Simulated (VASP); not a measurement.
CoSi: single point with PBE

CoSi:

```
CELL_PARAMETERS angstrom
3.64471 0.00000 0.00000
0.00000 3.64471 0.00000
0.00000 0.00000 3.27883
ATOMIC_POSITIONS crystal
Co 0.50000 0.00000 0.94472
Co 0.00000 0.50000 0.05528
Si 0.00000 0.00000 0.50000
Si 0.50000 0.50000 0.50000
```

The cell was built from a structure type or drawn by symmetry, and may not be a known phase.

```json
{"Program": "VASP 6.6.1", "Task": "single point", "Functional": "PBE", "Potentials or basis": "VASP PAW PBE potentials, release 64 (Co, Si)", "Cutoff": "600 eV", "k mesh": "12 × 12 × 14", "Occupations": "gaussian, width 0.1 eV", "Spin": "no spin polarisation", "Dipole correction": "no", "Further INCAR settings": "ALGO = Normal; EDIFF = 1e-06; NBANDS = 21"}
```

| Quantity | Value |
| --- | --- |
| Pressure | -0.2 GPa |
| Largest force | 0.014 eV/Å |
| Band gap on the k mesh | zero (bands 13 and 14 overlap by 2.47 eV) |

Forces on the atoms (eV/Å):
```
Co   0.000  0.000  0.014
Co   0.000  0.000 -0.014
Si   0.000  0.000  0.000
Si   0.000  0.000  0.000
```

Stress tensor (GPa, compression positive):
```
-0.10  0.00  0.00
 0.00 -0.10  0.00
 0.00  0.00 -0.29
```

Levels at points of the mesh, in eV from the Fermi level:
```
           k point  band 10  band 11  band 12  band 13  band 14  band 15  band 16  band 17
(0.00, 0.00, 0.00)    -1.29    -1.29    -1.12    -0.87    -0.10     2.12     3.44     4.85
(0.50, 0.00, 0.00)    -2.14    -1.68    -1.68     1.03     1.03     2.80     2.80     3.29
(0.50, 0.50, 0.00)    -1.75    -1.34    -1.34     0.18     0.18     5.77     5.77     5.84
(0.00, 0.00, 0.50)    -1.38    -1.02    -0.19     0.36     1.20     2.24     2.24     2.63
(0.50, 0.00, 0.50)    -1.67    -1.56    -1.56    -0.93    -0.93     3.28     3.28     3.41
(0.50, 0.50, 0.50)    -1.65    -1.44    -1.44    -1.12    -1.12     1.11     1.11     2.01
```

It took 2.6 min on 1 thread of Intel(R) Xeon(R) Platinum 8488C (Sapphire Rapids), with other jobs on the host, peak memory 0.34 GiB.

Caveat: the run has no spin polarisation, though such a crystal can be magnetic. Spin polarisation is off, so any magnetic state and its effect on volume and gap are missing.
